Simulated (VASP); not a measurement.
## Ba2TeSe: single point with r2SCAN

Ba2TeSe:

```xyz
4
Lattice="2.3707 1.3687 7.7698 -2.3707 1.3687 7.7698 0.0000 -2.7375 7.7698" Properties=species:S:1:pos:R:3 pbc="T T T"
Se    2.3707    1.3687    7.7698
Te    0.0000    0.0000   11.6547
Ba    0.0000    0.0000    5.9410
Ba    0.0000    0.0000   17.3684
```

- Program: VASP 6.6.1
- Task: single point
- Functional: r2SCAN
- Potentials or basis: VASP PAW PBE potentials, release 64 (Se, Te, Ba_sv)
- Cutoff: 520 eV
- k mesh: 6 × 6 × 6
- Occupations: gaussian, width 0.01 eV
- Spin: no spin polarisation

```
Pressure               : 2.9 GPa
Largest force          : 0.038 eV/Å
Band gap on the k mesh : 1.85 eV (least direct gap 2.19 eV)
```

Forces on the atoms (eV/Å):
```
Se   0.000  0.000  0.000
Te   0.000  0.000  0.000
Ba   0.000  0.000  0.038
Ba   0.000  0.000 -0.038
```

Levels at points of the mesh, in eV from the valence-band top:
```csv
k point,band 13,band 14,band 15,band 16,band 17,band 18,band 19,band 20
"(0.00, 0.00, 0.00)",-1.41,-0.14,0.00,0.00,3.46,3.50,3.50,3.64
"(0.50, 0.00, 0.00)",-1.20,-1.18,-1.00,-0.62,3.03,3.28,5.49,5.99
"(0.50, 0.50, 0.00)",-1.35,-1.09,-0.44,-0.34,1.85,4.99,5.37,5.48
"(0.50, 0.50, 0.50)",-1.18,-1.18,-0.44,-0.44,3.62,3.83,4.19,4.19
```

Run time: 26 min on 1 thread of Intel(R) Xeon(R) Platinum 8488C (Sapphire Rapids) (shared host), peak memory 0.7 GiB.

Caveat: the PAW data sets were made with another functional, which shifts forces and pressure a little; spin-orbit coupling is left out, which moves the levels of the heavy elements. A k mesh can miss the band edges.
